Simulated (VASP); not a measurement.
# P (Cmce) in VASP: notebook

The runs below take P through single point, with PBE+D3(BJ).

Program: VASP 6.6.1. These are calculated values, not measurements. Logs are shortened: lines on timing, memory, paths and dates and some standing lists are left out, and cuts for length are marked.

### Step 1. The cell of the first run

It takes space group Cmce (No. 64, orthorhombic). The conventional cell has a = 3.323 Å, b = 10.192 Å, c = 4.334 Å, α = 90.00°, β = 90.00°, γ = 90.00°. P (site symmetry m) has 3 P at 2.23 to 2.25 Å within 3.0 Å.

### Step 2. Single point, PBE+D3(BJ) (strain along c alone, the other axes held: +4.0 %, then relaxed in part)

The input, INCAR:

```
SYSTEM = P
PREC     = Accurate       ! precision mode
ENCUT    = 520            ! plane-wave cutoff, eV
EDIFF    = 1E-6           ! SCF threshold, eV
ISMEAR   = 0              ! smearing method
SIGMA    = 0.1            ! smearing width, eV
LREAL    = .False.        ! projectors in reciprocal space
LASPH    = .True.         ! aspherical terms in the spheres
NELM     = 60             ! most SCF steps
ALGO     = Normal         ! electronic algorithm
ISIF     = 2              ! what is computed and relaxed
LWAVE    = .False.        ! write WAVECAR
LCHARG   = .False.        ! write CHGCAR
GGA      = PE             ! functional
IVDW     = 12             ! dispersion correction
NBANDS   = 30             ! bands
```

The input, KPOINTS:

```
regular mesh
0
Gamma
  10 4 8
  0 0 0
```

The input, POSCAR:

```
P
1.0
    3.3225242949      0.0000000000      0.0000000000
    0.0000000000     10.1915207697      0.0000000000
    0.0000000000      0.0000000000      4.3335366091
P
8
Direct
    0.0000000000      0.8946491990      0.9218490437
    0.5000000000      0.8946491990      0.5781509563
    0.5000000000      0.6053508010      0.0781509563
    0.0000000000      0.6053508010      0.4218490437
    0.5000000000      0.3946491990      0.9218490437
    0.0000000000      0.3946491990      0.5781509563
    0.0000000000      0.1053508010      0.0781509563
    0.5000000000      0.1053508010      0.4218490437
```

Potentials or basis: VASP PAW PBE potentials, release 64 (P).

Launch:

```
$ cat potpaw_PBE.64/P/POTCAR > POTCAR
$ mpirun -np 1 vasp_std > vasp.out
```

OUTCAR:

```text
SYSTEM = P
   PREC = Accurate
   ENCUT = 520
   EDIFF = 1E-6
   ISMEAR = 0
   LREAL = .False.
   LASPH = .True.
   NELM = 60
   ISIF = 2
   GGA = PE
   IVDW = 12
 IVDW          = 12

 ion  position               nearest neighbor table
   1  0.000  0.895  0.922-   2 2.23   2 2.23   7 2.25
   2  0.500  0.895  0.578-   1 2.23   1 2.23   8 2.25
   3  0.500  0.605  0.078-   4 2.23   4 2.23   5 2.25
   4  0.000  0.605  0.422-   3 2.23   3 2.23   6 2.25
   5  0.500  0.395  0.922-   6 2.23   6 2.23   3 2.25
   6  0.000  0.395  0.578-   5 2.23   5 2.23   4 2.25
   7  0.000  0.105  0.078-   8 2.23   8 2.23   1 2.25
   8  0.500  0.105  0.422-   7 2.23   7 2.23   2 2.25

  LATTYP: Found a simple orthorhombic cell.
 ALAT       =     3.3225242949
 B/A-ratio  =     1.3042904203
 C/A-ratio  =     3.0674029338

  Lattice vectors:

 A1 = (  -3.3225242949,   0.0000000000,   0.0000000000)
 A2 = (   0.0000000000,   0.0000000000,   4.3335366091)
 A3 = (   0.0000000000,  10.1915207697,   0.0000000000)

Analysis of symmetry for initial positions (statically):
=====================================================================
 Subroutine PRICEL returns following result:

  LATTYP: Found a base centered orthorhombic cell.
 ALAT       =     3.3225242949
 B/A-ratio  =     3.0674029338
 C/A-ratio  =     1.3042904203

  Lattice vectors:

 A1 = (  -1.6612621474,   5.0957603848,   0.0000000000)
 A2 = (  -1.6612621475,  -5.0957603849,   0.0000000000)
 A3 = (   0.0000000000,   0.0000000000,   4.3335366091)

   2 primitive cells build up your supercell.

 Routine SETGRP: Setting up the symmetry group for a
 simple orthorhombic supercell.

 Subroutine GETGRP returns: Found  8 space group operations
 (whereof  4 operations were pure point group operations)
 out of a pool of  8 trial point group operations.

The static configuration has the point symmetry C_2h.
 The point group associated with its full space group is D_2h.

Analysis of symmetry for dynamics (positions and initial velocities):
=====================================================================
 Subroutine PRICEL returns following result:

  LATTYP: Found a base centered orthorhombic cell.
 ALAT       =     3.3225242949
 B/A-ratio  =     3.0674029338
 C/A-ratio  =     1.3042904203

  Lattice vectors:

 A1 = (  -1.6612621474,   5.0957603848,   0.0000000000)
 A2 = (  -1.6612621475,  -5.0957603849,   0.0000000000)
[... 121 lines left out ...]
   NFREE  =      0    steps in history (QN), initial steepest desc. (CG)
   ISIF   =      2    stress and relaxation
   ISYM   =      2    0-nonsym 1-usesym 2-fastsym
   POTIM  = 0.5000    time-step for ionic-motion
   TEBEG  =    0.0;   TEEND  =   0.0 temperature during run
   PSTRESS=    0.0 pullay stress
   NELECT =      40.0000    total number of electrons
   NUPDOWN=      -1.0000    fix difference up-down
   EMIN   =  10.00;   EMAX   =-10.00  energy-range for DOS
   EFERMI =   0.00;   METHOD = LEGACY
   ISMEAR =     0;   SIGMA  =   0.10  broadening in eV -4-tet -1-fermi 0-gaus
   EFERMI_NEDOS =   21; number of points for ismear=-14 and -15
   IALGO  =     38    algorithm
   IMIX   =      4    mixing-type and parameters
     AMIX     =   0.40;   BMIX     =  1.00
     AMIX_MAG =   1.60;   BMIX_MAG =  1.00
  volume/ion in A,a.u.               =      18.34       123.78
  Fermi-wavevector in a.u.,A,eV,Ry     =   1.061480  2.005905 15.330212  1.126739
  Thomas-Fermi vector in A             =   2.196897
   LORBIT       =      0    0 simple, 1 ext, 2 COOP (PROOUT), +10 PAW based schemes
   GGA     = PE    functional components
   LHFCALC =     F    Hartree Fock is set to
   AEXX    =    0.0000 exact exchange contribution
   IVDW    =    12    specifies the selected vdW correction
   LEPSILON=     F    determine dielectric tensor
   LRPA    =     F    only Hartree local field effects (RPA)
 non-spin polarized calculation
 Gauss-broadening in eV      SIGMA  =   0.10
  energy-cutoff  :      520.00
  volume of cell :      146.74
 maximum number of plane-waves:      3980
 NGX is ok and might be reduce to    28
   NGX = 13   NGY = 37   NGZ = 17

 number of electron      39.9999992 magnetization

 Free energy of the ion-electron system (eV)
  ---------------------------------------------------
  ext. energy  EPLUGINS =         0.00000000
  ---------------------------------------------------
  free energy    TOTEN  =       -42.85144479 eV

  energy without entropy =      -42.84887517  energy(sigma->0) =      -42.85015998

 E-fermi :   7.0613     XC(G=0): -10.0616

 val. band max:        7.0566315750   @ k =   0.3000   0.2500   0.0000
 cond. band min:       7.0805422344   @ k =   0.1000   0.0000   0.0000
 fundamental gap:      0.0239106594
 Fermi energy:         7.0613174402

 k-point     1 :       0.0000    0.0000    0.0000
  band No.  band energies     occupation
      1      -8.8588      2.00000
      2      -8.5303      2.00000
      3      -6.4545      2.00000
      4      -5.6704      2.00000
      5      -2.4725      2.00000
      6      -2.2876      2.00000
[... 781 lines left out ...]
     29      10.1879      0.00000
     30      10.2097      0.00000

 [... further k-points ...]

------------------------ aborting loop because EDIFF is reached ----------------------------------------

 Edisp (eV)   -3.05503

 E8    (eV) :    -1.1570

  FORCE on cell =-STRESS in cart. coord.  units (eV):
  Direction    XX          YY          ZZ          XY          YZ          ZX
  --------------------------------------------------------------------------------------
  -------------------------------------------------------------------------------------
  Total      -1.93448    -0.24256    -1.91939     0.00000     0.00000     0.00000
  in kB     -21.12149    -2.64838   -20.95679     0.00000     0.00000     0.00000
  external pressure =      -14.91 kB  Pullay stress =        0.00 kB

 VOLUME and BASIS-vectors are now :
 -----------------------------------------------------------------------------
  energy-cutoff  :      520.00
  volume of cell :      146.74
      direct lattice vectors                 reciprocal lattice vectors
     3.322524295  0.000000000  0.000000000     0.300975978  0.000000000  0.000000000
     0.000000000 10.191520770  0.000000000     0.000000000  0.098120783  0.000000000
     0.000000000  0.000000000  4.333536609     0.000000000  0.000000000  0.230758406

 POSITION                                       TOTAL-FORCE (eV/Angst)
 -----------------------------------------------------------------------------------
      0.00000      9.11784      3.99487         0.000000      0.041053     -0.038591
      1.66126      9.11784      2.50544        -0.000000      0.041053      0.038591
      1.66126      6.16945      0.33867        -0.000000     -0.041053      0.038591
      0.00000      6.16945      1.82810        -0.000000     -0.041053     -0.038591
      1.66126      4.02208      3.99487        -0.000000      0.041053     -0.038591
      0.00000      4.02208      2.50544        -0.000000      0.041053      0.038591
      0.00000      1.07368      0.33867         0.000000     -0.041053      0.038591
      1.66126      1.07368      1.82810        -0.000000     -0.041053     -0.038591
 -----------------------------------------------------------------------------------
    total drift:                               -0.000000      0.000000     -0.000000

  FREE ENERGIE OF THE ION-ELECTRON SYSTEM (eV)
  ---------------------------------------------------
  free  energy   TOTEN  =       -45.9064793766 eV

  energy  without entropy=      -45.9039097538  energy(sigma->0) =      -45.90519457
```

OSZICAR:

```text
N       E                     dE             d eps       ncg     rms          rms(c)
DAV:   1     0.136845138733E+03    0.13685E+03   -0.16769E+04  5400   0.115E+03
DAV:   2    -0.323824569337E+02   -0.16923E+03   -0.16248E+03  6802   0.182E+02
DAV:   3    -0.429365198444E+02   -0.10554E+02   -0.10394E+02  6948   0.445E+01
DAV:   4    -0.431284278123E+02   -0.19191E+00   -0.19103E+00  7090   0.686E+00
DAV:   5    -0.431317062425E+02   -0.32784E-02   -0.32764E-02  6986   0.887E-01    0.144E+01
DAV:   6    -0.429347395013E+02    0.19697E+00   -0.10840E-01  6490   0.142E+00    0.856E+00
DAV:   7    -0.428513647634E+02    0.83375E-01   -0.20276E-01  6646   0.197E+00    0.339E-01
DAV:   8    -0.428512543612E+02    0.11040E-03   -0.22893E-02  6378   0.682E-01    0.213E-01
DAV:   9    -0.428513865442E+02   -0.13218E-03   -0.68335E-04  7052   0.130E-01    0.132E-01
DAV:  10    -0.428514252795E+02   -0.38735E-04   -0.27626E-04  6526   0.713E-02    0.816E-02
DAV:  11    -0.428514445905E+02   -0.19311E-04   -0.47222E-05  6490   0.382E-02    0.194E-02
DAV:  12    -0.428514447934E+02   -0.20283E-06   -0.93566E-07  4696   0.503E-03
   1 F= -.45906479E+02 E0= -.45905195E+02  d E =-.256962E-02
```

stdout:

```text
POSCAR found type information on POSCAR P
 POSCAR found :  1 types and       8 ions
 scaLAPACK will be used
 LDA part: xc-table for (Slater+PW92), standard interpolation
 POSCAR, INCAR and KPOINTS ok, starting setup
 FFT: planning ... GRIDC
 FFT: planning ... GRID_SOFT
 FFT: planning ... GRID
 WAVECAR not read
 entering main loop
```

Run time: 9.8 min. Hardware: 1 thread of Oxide Virtual Turin-like, shared host; peak memory 0.38 GiB.

What came out:

```yaml
Free_energy: -45.9065 eV
Pressure: -1.5 GPa
Largest_force: 0.056 eV/Å
Band_gap_on_the_k_mesh: zero (band 20 reaches 7.12 eV, above the bottom of band 21 at 7.06 eV)
Dispersion_energy_per_atom: -0.382 eV
```

Forces on the atoms (eV/Å):
```
P    0.000  0.041 -0.039
P    0.000  0.041  0.039
P    0.000 -0.041  0.039
P    0.000 -0.041 -0.039
P    0.000  0.041 -0.039
P    0.000  0.041  0.039
P    0.000 -0.041  0.039
P    0.000 -0.041 -0.039
```

Stress tensor (GPa, compression positive):
```
-2.11  0.00  0.00
 0.00 -0.26  0.00
 0.00  0.00 -2.10
```

Caveat: the cell differs from its parent crystal (strain along c alone, the other axes held: +4.0 %, then relaxed in part).

### Step 3. Single point, PBE+D3(BJ) (strain along c alone, the other axes held: +6.0 %, then relaxed in part)

The input, INCAR:

```
SYSTEM = P
PREC     = Accurate       ! precision mode
ENCUT    = 520            ! plane-wave cutoff, eV
EDIFF    = 1E-6           ! SCF threshold, eV
ISMEAR   = 0              ! smearing method
SIGMA    = 0.1            ! smearing width, eV
LREAL    = .FALSE.        ! projectors in reciprocal space
LASPH    = .TRUE.         ! aspherical terms in the spheres
NELM     = 60             ! most SCF steps
ALGO     = Normal         ! electronic algorithm
ISIF     = 2              ! what is computed and relaxed
LWAVE    = .FALSE.        ! write WAVECAR
LCHARG   = .FALSE.        ! write CHGCAR
GGA      = PE             ! functional
IVDW     = 12             ! dispersion correction
NBANDS   = 30             ! bands
```

The input, KPOINTS:

```
Automatic mesh
0
G
  10 4 8
  0 0 0
```

The input, POSCAR:

```
P
1.0
    3.3225242949      0.0000000000      0.0000000000
    0.0000000000     10.1915207697      0.0000000000
    0.0000000000      0.0000000000      4.4168738515
P
8
Direct
    0.0000000000      0.8952264991      0.9188982808
    0.5000000000      0.8952264991      0.5811017192
    0.5000000000      0.6047735009      0.0811017192
    0.0000000000      0.6047735009      0.4188982808
    0.5000000000      0.3952264991      0.9188982808
    0.0000000000      0.3952264991      0.5811017192
    0.0000000000      0.1047735009      0.0811017192
    0.5000000000      0.1047735009      0.4188982808
```

Potentials or basis: VASP PAW PBE potentials, release 64 (P).

Launch:

```
$ cat potpaw_PBE.64/P/POTCAR > POTCAR
$ mpirun -np 1 vasp_std > vasp.out
```

Run time: 6.4 min. Hardware: 1 thread of Oxide Virtual Turin-like, shared host; peak memory 0.39 GiB.

The run converged. Its results:

| Item | Value |
| --- | --- |
| Free energy | -45.8693 eV |
| Pressure | -1.9 GPa |
| Largest force | 0.055 eV/Å |
| Band gap on the k mesh | zero (band 20 reaches 6.97 eV, above the bottom of band 21 at 6.88 eV) |
| Dispersion energy per atom | -0.374 eV |

Forces in eV/Å, atoms in the order of the input:
```
P    0.000  0.041 -0.037
P    0.000  0.041  0.037
P    0.000 -0.041  0.037
P    0.000 -0.041 -0.037
P    0.000  0.041 -0.037
P    0.000  0.041  0.037
P    0.000 -0.041  0.037
P    0.000 -0.041 -0.037
```

Stress tensor (GPa, compression positive):
```
-2.76  0.00  0.00
 0.00 -0.24  0.00
 0.00  0.00 -2.85
```

Levels at points of the mesh, in eV from the Fermi level:
| k point | band 18 | band 19 | band 20 | band 21 | band 22 | band 23 |
| --- | --- | --- | --- | --- | --- | --- |
| (0.00, 0.00, 0.00) | -1.66 | -1.46 | 0.06 | 0.32 | 0.61 | 0.62 |
| (0.50, 0.00, 0.00) | -3.10 | -2.32 | -2.32 | 0.46 | 0.46 | 0.60 |
| (0.00, 0.50, 0.00) | -2.43 | -0.68 | -0.68 | 0.80 | 0.80 | 1.03 |
| (0.50, 0.50, 0.00) | -2.79 | -2.79 | -2.79 | 0.69 | 0.69 | 0.69 |
| (0.00, 0.00, 0.50) | -1.69 | -1.39 | -1.39 | 1.30 | 1.30 | 1.36 |
| (0.50, 0.00, 0.50) | -2.32 | -2.32 | -2.32 | 2.23 | 2.23 | 2.23 |
| (0.00, 0.50, 0.50) | -1.46 | -1.46 | -1.46 | 1.38 | 1.38 | 1.38 |
| (0.50, 0.50, 0.50) | -1.99 | -1.99 | -1.99 | 1.61 | 1.61 | 1.61 |

Caveat: the cell differs from its parent crystal (strain along c alone, the other axes held: +6.0 %, then relaxed in part).
